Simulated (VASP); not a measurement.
A run of VASP 6.6.1 is set up as follows.

Contents of INCAR:

```
SYSTEM = CaB15N16
ALGO = Normal ; EDIFF = 1E-6
ENCUT = 520 ; GGA = PE
GGA_COMPAT = .False. ; ISIF = 2
ISMEAR = 0 ; ISYM = -1
LASPH = .True. ; LCHARG = .True.
LELF = .True. ; LREAL = Auto
LVHAR = .True. ; LWAVE = .False.
NBANDS = 90 ; NELECT = 136.0
NELM = 120 ; PREC = Accurate
SIGMA = 0.01
```

The input KPOINTS:

```
explicit points
1
Reciprocal
  0.25000000   0.25000000   0.25000000 1
```

The input POSCAR:

```
CaB15N16
1.0
   -3.6241103800      3.6241103800     -3.6241103800
    3.6241103800      3.6241103800      3.6241103800
    3.6241103800     -3.6241103800     -3.6241103800
B Ca N
15 1 16
Direct
   -0.0137227725     -0.0137227725     -0.0101202413
    0.0036025311      0.2500000000      0.7637227725
    0.0036025311      0.5137227725      0.5000000000
   -0.0137227725      0.7398797587      0.2362772275
    0.2500000000      0.0036025311      0.7637227725
    0.2500000000      0.5137227725      0.2536025311
    0.2500000000      0.7500000000      0.0000000000
    0.5137227725      0.0036025311      0.5000000000
    0.5137227725      0.2500000000      0.2536025311
    0.4963974689      0.4963974689      0.0101202413
    0.4963974689      0.7601202413      0.7463974689
    0.7398797587     -0.0137227725      0.2362772275
    0.7500000000      0.2500000000      0.0000000000
    0.7601202413      0.4963974689      0.7463974689
    0.7500000000      0.7500000000      0.5000000000
    0.2500000000      0.2500000000      0.5000000000
   -0.0625793410     -0.0625793410      0.1874206590
   -0.0054729956      0.2500000000      0.0067598823
    0.0122328779      0.5054729956      0.7554729956
   -0.0054729956      0.7567598823      0.5000000000
    0.2500000000     -0.0054729956      0.0067598823
    0.2500000000      0.2500000000      0.8125793410
    0.2500000000      0.5625793410      0.5000000000
    0.2500000000      0.7567598823      0.2445270044
    0.5054729956      0.0122328779      0.7554729956
    0.5625793410      0.2500000000      0.5000000000
    0.5054729956      0.5054729956      0.2622328779
    0.4877671221      0.7432401177     -0.0067598823
    0.7567598823     -0.0054729956      0.5000000000
    0.7567598823      0.2500000000      0.2445270044
    0.7432401177      0.4877671221     -0.0067598823
    0.7432401177      0.7432401177      0.7377671221
```

Potentials or basis: VASP PAW PBE potentials, release 64 (B, Ca_sv, N).

Command:

```sh
$ cat potpaw_PBE.64/B/POTCAR potpaw_PBE.64/Ca_sv/POTCAR potpaw_PBE.64/N/POTCAR > POTCAR
$ mpirun -np 1 vasp_std > vasp.out
```

**Question.** Predict the largest force.

**Answer.** 0.067 eV/Å.

Forces on the atoms (eV/Å):
```
B   -0.015  0.010  0.015
B    0.015 -0.015  0.010
B    0.015 -0.010  0.015
B   -0.015 -0.015 -0.010
B   -0.010 -0.015 -0.015
B   -0.010  0.015  0.015
B    0.000  0.000  0.000
B   -0.015 -0.010 -0.015
B   -0.015  0.015  0.010
B    0.015  0.010 -0.015
B    0.015  0.015 -0.010
B    0.010 -0.015  0.015
B    0.000  0.000  0.000
B    0.010  0.015 -0.015
B    0.000  0.000  0.000
Ca   0.000  0.000  0.000
N   -0.038 -0.038  0.038
N   -0.011  0.011 -0.005
N   -0.005 -0.011  0.011
N   -0.011  0.005 -0.011
N    0.005  0.011  0.011
N    0.038 -0.038 -0.038
N    0.038  0.038  0.038
N    0.005 -0.011 -0.011
N   -0.011 -0.011  0.005
N   -0.038  0.038 -0.038
N   -0.011 -0.005  0.011
N   -0.005  0.011 -0.011
N    0.011  0.005  0.011
N    0.011 -0.011 -0.005
N    0.011  0.011  0.005
N    0.011 -0.005 -0.011
```

Caveat: the cell carries a net charge on a neutralising background, which shifts energy and pressure.
